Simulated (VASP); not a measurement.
Input of a VASP 6.6.1 run:

Contents of INCAR:

```
SYSTEM = CuP
PREC = Accurate
ENCUT = 600
EDIFF = 1E-6
ISMEAR = 0
SIGMA = 0.1
LREAL = .False.
LASPH = .True.
NELM = 100
ALGO = Normal
ISIF = 3
LWAVE = .False.
LCHARG = .False.
GGA = PE
IBRION = 2
NSW = 100
EDIFFG = -0.01
```

The input KPOINTS:

```
Automatic mesh
0
Gamma
  18 18 18
  0 0 0
```

Contents of POSCAR:

```
CuP
1.0
    3.0206839980      0.0000000000      0.0000000000
    0.0000000000      3.0206839980      0.0000000000
    0.0000000000      0.0000000000      3.0206839980
Cu P
1 1
Direct
    0.0000000000      0.0000000000      0.0000000000
    0.5000000000      0.5000000000      0.5000000000
```

Potentials or basis: VASP PAW PBE potentials, release 64 (Cu, P).

Command:

```bash
$ cat potpaw_PBE.64/Cu/POTCAR potpaw_PBE.64/P/POTCAR > POTCAR
$ mpirun -np 1 vasp_std > vasp.out
```

Question: What does it give for the relaxed cell?

Answer: a = 3.018 Å, b = 3.018 Å, c = 3.018 Å, α = 90.00°, β = 90.00°, γ = 90.00°.

Question: Estimate the band gap on the k mesh.

Answer: Zero (bands 8 and 9 overlap by 3.89 eV).

Question: Estimate the space group after relaxing (to 0.1 Å).

Answer: Pm-3m (No. 221).

Final structure:
```cif
data_structure
_symmetry_space_group_name_H-M 'P 1'
_symmetry_Int_Tables_number 1
_cell_length_a 3.0182
_cell_length_b 3.0182
_cell_length_c 3.0182
_cell_angle_alpha 90.000
_cell_angle_beta 90.000
_cell_angle_gamma 90.000
_cell_volume 27.49
loop_
_atom_site_label
_atom_site_type_symbol
_atom_site_fract_x
_atom_site_fract_y
_atom_site_fract_z
_atom_site_occupancy
Cu1 Cu 0.00000 0.00000 0.00000 1
P1 P 0.50000 0.50000 0.50000 1
```
